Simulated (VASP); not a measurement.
Here is a VASP 6.6.1 calculation.

File INCAR:

```
PREC = Accurate
ENCUT = 520
EDIFF = 1E-6
ISMEAR = -1
SIGMA = 0.02
LREAL = Auto
LASPH = True
NELM = 80
ALGO = Normal
ISIF = 2
LWAVE = False
LCHARG = True
GGA = PE
IVDW = 12
LELF = True
LVHAR = True
NBANDS = 84
```

KPOINTS

```
regular mesh
0
Gamma
  3 3 3
```

File POSCAR:

```
Si9O16
1.0
   -4.1043000000     -4.1043000000      0.0000000000
    4.1043000000     -4.1043000000      0.0000000000
    0.0000000000      0.0000000000      5.2834000000
Si O
9 16
Direct
    0.4816035621      0.4759531467     -0.0058708407
   -0.0294570329      0.5262572180      0.2499012000
    0.4815933289      0.4759694710      0.5057300223
   -0.0098815876      0.5057832030      0.7499089601
    0.0229157225      0.0184477256     -0.0139680887
    0.3873862778      0.0166577736      0.2498955218
    0.0229215701      0.0184170260      0.5137676496
    0.5282648686     -0.0091493068      0.7499127456
    0.6942032746      0.8368129766      0.2498661847
    0.1818441634      0.5048008187     -0.0007464890
    0.0115236459      0.2103999464      0.2499208843
    0.7867996979      0.4760300173     -0.0121130333
    0.1132959335      0.8533970470      0.2498993073
    0.1818425797      0.5048292035      0.5005751978
    0.0128668713      0.2107888069      0.7498743234
    0.7867975051      0.4760943401      0.5119362532
    0.0158991789      0.8032470823      0.7499301586
    0.7352698389      0.0012569744     -0.0251854866
    0.4791278659      0.6412112906      0.2499384866
    0.3123298735      0.0191446775     -0.0442925010
    0.4784271374      0.2847768194      0.2499316728
    0.7352641132      0.0011389275      0.5249716092
    0.4970801355      0.6904826645      0.7499530605
    0.3123538728      0.0190792583      0.5440937654
    0.4979415491      0.2961926516      0.7499044176
```

Potentials or basis: VASP PAW PBE potentials, release 64 (Si, O).

Launch:

```sh
$ cat potpaw_PBE.64/Si/POTCAR potpaw_PBE.64/O/POTCAR > POTCAR
$ mpirun -np 1 vasp_std > vasp.out
```

(1) Predict the dispersion energy per atom.

(2) What does it give for the pressure?

(3) Estimate the band gap on the k mesh.

(4) Predict the largest force.

Answers

(1) -0.280 eV.

(2) 62.7 GPa.

(3) 2.78 eV.

(4) 0.112 eV/Å.
